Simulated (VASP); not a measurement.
A run of VASP 6.6.1 is set up as follows.

File POSCAR:

```
NdPd3
1.0
    4.1300000000      0.0000000000      0.0000000000
    0.0000000000      4.1300000000      0.0000000000
    0.0000000000      0.0000000000      4.1300000000
Pd Nd
3 1
Direct
    0.0000000000      0.5000000000      0.5000000000
    0.5000000000      0.0000000000      0.5000000000
    0.5000000000      0.5000000000      0.0000000000
    0.0000000000      0.0000000000      0.0000000000
```

Contents of INCAR.step1:

```
ALGO = Normal ; EDIFF = 1E-5
ENCUT = 520 ; GGA = PE
ISIF = 2 ; ISMEAR = -1
ISPIN = 2 ; LASPH = T
LMAXMIX = 6 ; LORBIT = 11
LREAL = F ; LWAVE = T
MAGMOM = 1 1 -1 -3 ; NBANDS = 34
NELM = 150 ; PREC = Accurate
SIGMA = 0.1
```

INCAR.step2

```
ALGO = Normal ; EDIFF = 1E-6
ENCUT = 520 ; GGA = PE
HFSCREEN = 0.2079 ; ISIF = 2
ISMEAR = -1 ; ISPIN = 2
ISTART = 1 ; LASPH = T
LCHARG = T ; LELF = T
LHFCALC = T ; LMAXMIX = 6
LORBIT = 11 ; LREAL = F
LVHAR = T ; LWAVE = F
MAGMOM = 1 1 -1 -3 ; NBANDS = 34
NELM = 150 ; PREC = Accurate
PRECFOCK = Normal ; SIGMA = 0.1
```

The input KPOINTS:

```
k-points
0
Gamma
  3 3 3
```

Potentials or basis: VASP PAW PBE potentials, release 64 (Pd, Nd).

The run is started by

```bash
$ cat potpaw_PBE.64/Pd/POTCAR potpaw_PBE.64/Nd/POTCAR > POTCAR
$ cp INCAR.step1 INCAR
$ mpirun -np 1 vasp_std > vasp.out
$ cp INCAR.step2 INCAR
$ mpirun -np 1 vasp_std > vasp.out
```

(1) What does it give for the pressure?

(2) Predict the site moments.

(3) Estimate the net moment.

Results:

(1) 2.7 GPa.

(2) Pd -0.04; Nd -2.86 μB.

(3) -3.24 μB per cell.

Caveat: the k points lie up to 0.51 Å⁻¹ apart; the magnetic or orbital state may not be the lowest; the PAW data sets were made with another functional, which shifts forces and pressure a little.
